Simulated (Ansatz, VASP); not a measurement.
One calculation of GaAs, two programs

```
CELL_PARAMETERS angstrom
0.00000 2.82685 2.82685
2.82685 0.00000 2.82685
2.82685 2.82685 0.00000
ATOMIC_POSITIONS crystal
As 0.75000 0.75000 0.75000
Ga 0.00000 0.00000 0.00000
```

Alike in both runs: task single point; functional PBE; k mesh 6 × 6 × 6; occupations fermi-dirac, width 0.04 eV; no spin polarisation.

```csv
,VASP,Ansatz
version,VASP 6.6.1,Ansatz 0.2.0
potentials or method,"VASP PAW PBE potentials, release 64 (As, Ga_d), cutoff 520 eV","all-electron LAPW, scalar-relativistic"
```

```tsv
	VASP	Ansatz	Ansatz less VASP
gap on the k mesh at the Fermi level (eV)	0.52	0.52	+0.001
least direct gap on the mesh (eV)	0.52	0.52	+0.001
pressure (GPa)	3.5	3.3	-0.19
```

Ansatz ran all-electron here, and VASP with PAW potentials.
